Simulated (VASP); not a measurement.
A run of VASP 6.6.1:

The input POSCAR:

```
SiC
1.0
   -1.5387796673     -2.6652445653      0.0000000000
    1.5387796672     -2.6652445654      0.0000000000
    0.0000000000      0.0000000000     10.8267691650
Si C
4 4
Direct
    0.3333333333      0.3333333333      0.0875233754
    0.6666666667      0.6666666667      0.5528870038
    0.0000000000      0.0000000000      0.7856205317
    0.0000000000      0.0000000000      0.3202569033
    0.3333333333      0.3333333333      0.8432426215
    0.6666666667      0.6666666667      0.3778789931
    1.0000000000      0.0000000000      0.6111752644
    1.0000000000      0.0000000000      0.1458116360
```

The input INCAR.step1:

```
SYSTEM = SiC
PREC = Accurate ; ENCUT = 520
ISMEAR = 0 ; SIGMA = 0.05
LREAL = .False. ; LASPH = .True.
NELM = 80 ; NBANDS = 26
GGA = PE ; ALGO = Normal
EDIFF = 1E-4 ; LWAVE = .True.
LCHARG = .False.
```

INCAR.step2

```
SYSTEM = SiC
PREC = Accurate ; ENCUT = 520
EDIFF = 1E-6 ; ISMEAR = 0
SIGMA = 0.05 ; LREAL = .False.
LASPH = .True. ; NELM = 80
ALGO = Normal ; ISIF = 2
LWAVE = .False. ; LCHARG = .False.
METAGGA = R2SCAN ; LMIXTAU = .True.
NBANDS = 26 ; ISTART = 1
```

Contents of KPOINTS:

```
regular mesh
0
Gamma
  8 8 3
  0 0 0
```

Potentials or basis: VASP PAW PBE potentials, release 64 (Si, C).

Run with:

```bash
$ cat potpaw_PBE.64/Si/POTCAR potpaw_PBE.64/C/POTCAR > POTCAR
$ cp INCAR.step1 INCAR
$ mpirun -np 1 vasp_std > vasp.out
$ cp INCAR.step2 INCAR
$ mpirun -np 1 vasp_std > vasp.out
```

Hardware: 1 thread of AMD EPYC 9R45 96-Core Processor (Zen 5), with other jobs on the host.

Estimate the wall time of this run.

It took 2.7 min on 1 thread of AMD EPYC 9R45 96-Core Processor (Zen 5) (shared host), peak memory 0.19 GiB. Counts: k points 25.
